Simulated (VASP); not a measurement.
**NaH: single point with PBE**

Crystal: NaH.

```xyz
2
Lattice="-0.0321 2.4023 2.4023 2.4023 -0.0321 2.4023 2.4023 2.4023 -0.0321" Properties=species:S:1:pos:R:3 pbc="T T T"
Na    0.0000    0.0000    0.0000
H     2.3863    2.3863    2.3863
```

This cell differs from its parent crystal: epitaxial 111 strain +1.5%.

| Property | Result |
| --- | --- |
| Program | VASP 6.6.1 |
| Task | single point |
| Functional | PBE |
| Potentials or basis | VASP PAW PBE potentials, release 64 (Na_pv, H) |
| Cutoff | 520 eV |
| k mesh | 10 × 10 × 10 |
| Occupations | fermi-dirac, width 0.02 eV |
| Spin | no spin polarisation |

```
Pressure               : -0.1 GPa
Band gap on the k mesh : 3.73 eV, indirect (least direct gap 4.60 eV)
```

Stress tensor (GPa, compression positive):
```
-0.10  0.29  0.29
 0.29 -0.10  0.29
 0.29  0.29 -0.10
```

Levels at points of the mesh, in eV from the valence-band top:
| k point | band 1 | band 2 | band 3 | band 4 | band 5 | band 6 | band 7 | band 8 | band 9 |
| --- | --- | --- | --- | --- | --- | --- | --- | --- | --- |
| (0.00, 0.00, 0.00) | -22.09 | -22.09 | -22.09 | -3.59 | 10.41 | 15.45 | 15.45 | 15.93 | 16.30 |
| (0.50, 0.00, 0.00) | -22.18 | -22.10 | -22.10 | -0.87 | 3.73 | 10.83 | 13.32 | 13.57 | 16.33 |
| (0.50, 0.50, 0.00) | -22.17 | -22.12 | -22.12 | -0.16 | 4.65 | 10.03 | 10.51 | 10.84 | 11.77 |
| (0.50, 0.50, 0.50) | -22.19 | -22.10 | -22.10 | -0.75 | 3.89 | 10.64 | 13.20 | 13.20 | 16.14 |

Run time: 25 s on 1 thread of Intel(R) Xeon(R) Platinum 8488C (Sapphire Rapids) (shared host), peak memory 0.17 GiB.

Caveat: the cell differs from its parent crystal (epitaxial 111 strain +1.5%). A k mesh can miss the band edges.
